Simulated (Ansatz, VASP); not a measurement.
One calculation of CdTe4, two programs

```
CELL_PARAMETERS angstrom
4.46267 0.00000 0.00000
0.00000 4.46267 0.00000
0.00000 0.00000 8.59994
ATOMIC_POSITIONS crystal
Cd 0.00000 0.00000 0.00000
Te 0.00000 0.50000 0.73567
Te 0.50000 0.00000 0.73567
Te 0.00000 0.50000 0.26433
Te 0.50000 0.00000 0.26433
```

Alike in both runs: functional PBE; k mesh 8 × 8 × 4; occupations gaussian, width 0.1 eV; no spin polarisation.

Ansatz relaxed the structure, and its values are those at the end. VASP's run is a single point on that final structure, the one shown.

|  | VASP | Ansatz |
| --- | --- | --- |
| version | VASP 6.6.1 | Ansatz 0.2.0 |
| potentials or method | VASP PAW PBE potentials, release 64 (Cd, Te), cutoff 520 eV | scalar-relativistic, plane waves, PAW |
| valence electrons in the cell | 36 | 84 |

```tsv
	VASP	Ansatz	Ansatz less VASP
gap on the k mesh at the Fermi level (eV)	none	none	-
pressure (GPa)	0.0	0.0	-0.03
rms of the force components (eV/Å)	0.005	0.000	-0.0043
```

A gap of «none» marks a metal or a gap that the smearing closes. VASP's potentials hold 36 valence electrons a cell and Ansatz's 84, so a difference there can come from the potentials and not from the codes.

Neither program's run includes spin-orbit coupling.
